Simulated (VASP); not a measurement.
Set up this calculation in VASP 6.6.1, as the native input.

* Task: single point
* Functional: PBEsol
* Potentials or basis: VASP PAW PBE potentials, release 64 (Ge_d)
* Cutoff: 520 eV
* k mesh: 18 × 18 × 10
* Occupations: gaussian, width 0.15 eV
* Spin: no spin polarisation
* Dipole correction: no
* Further INCAR settings: ALGO = Normal; EDIFF = 1e-06; NBANDS = 21

The structure of Ge lies in POSCAR:

```
Ge
1.0
    1.4880529250     -2.6336099541      0.0000000000
    1.4880529250      2.6336099541      0.0000000000
    0.0000000000      0.0000000000      4.7275957900
Ge
2
Direct
    0.6665533700      0.3334466300      0.2500000000
    0.3334466300      0.6665533700      0.7500000000
```

This cell differs from its parent crystal: strain +0.0150 x Voigt [0, 1, 0, 0, 0, 0].

The input as run:

INCAR

```
SYSTEM = Ge
PREC     = Accurate       ! precision mode
ENCUT    = 520            ! plane-wave cutoff, eV
EDIFF    = 1E-6           ! SCF threshold, eV
ISMEAR   = 0              ! smearing method
SIGMA    = 0.15           ! smearing width, eV
LREAL    = .FALSE.        ! projectors in reciprocal space
LASPH    = .TRUE.         ! aspherical terms in the spheres
NELM     = 100            ! most SCF steps
ALGO     = Normal         ! electronic algorithm
ISIF     = 2              ! what is computed and relaxed
LWAVE    = .FALSE.        ! write WAVECAR
LCHARG   = .FALSE.        ! write CHGCAR
GGA      = PS             ! functional
NBANDS   = 21             ! bands
```

KPOINTS

```
Automatic mesh
0
G
  18 18 10
  0 0 0
```

Potentials or basis: VASP PAW PBE potentials, release 64 (Ge_d).

Run with:

```bash
$ cat potpaw_PBE.64/Ge_d/POTCAR > POTCAR
$ mpirun -np 1 vasp_std > vasp.out
```

Results of the run:

The pressure is -0.6 GPa, the largest force is 0.014 eV/Å and the band gap on the k mesh is zero (band 14 reaches 13.23 eV, above the bottom of band 15 at 3.83 eV).

Caveat: the cell differs from its parent crystal (strain +0.0150 x Voigt [0, 1, 0, 0, 0, 0]); the PAW data sets were made with another functional, which shifts forces and pressure a little.

It took 3.6 min on 1 thread of Intel(R) Xeon(R) Platinum 8259CL CPU @ 2.50GHz (Skylake/Cascade Lake), with other jobs on the host, peak memory 0.41 GiB.
